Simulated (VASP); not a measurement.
HfOs, 2 atoms in the cell. It takes space group Cmmm (No. 65, orthorhombic). Conventional cell: a = 4.569 Å, b = 4.592 Å, c = 3.239 Å, α = 90.00°, β = 90.00°, γ = 90.00°. Within 3.7 Å of Hf (site symmetry mmm) lie 8 Os at 2.80 to 2.81 Å and 6 Hf at 3.24 Å. Within 3.7 Å of Os (site symmetry mmm) lie 8 Hf at 2.80 to 2.81 Å and 6 Os at 3.24 Å.  This cell differs from its parent crystal: strain +0.0050 x Voigt [0, 0, 0, 0, 0, 1].

```yaml
Program: VASP 6.6.1
Task: single point
Functional: PBEsol
Potentials_or_basis: VASP PAW PBE potentials, release 64 (Hf_pv, Os)
Cutoff: 520 eV
k_mesh: 14 × 14 × 14
Occupations: gaussian, width 0.15 eV
Spin: no spin polarisation
Dipole_correction: no
Further_INCAR_settings: ALGO = Fast; EDIFF = 1e-06; NBANDS = 16
```

Potentials or basis: VASP PAW PBE potentials, release 64 (Hf_pv, Os).

Run with:

```console
$ cat potpaw_PBE.64/Hf_pv/POTCAR potpaw_PBE.64/Os/POTCAR > POTCAR
$ mpirun -np 1 vasp_std > vasp.out
```

Hardware: 1 thread of Oxide Virtual Turin-like Processor, on a shared host.

Task: How long does it take, and how much memory?

Result: It took 2.7 min on 1 thread of Oxide Virtual Turin-like Processor, on a shared host, peak memory 0.34 GiB. Counts: scf iterations 16, k points 456.
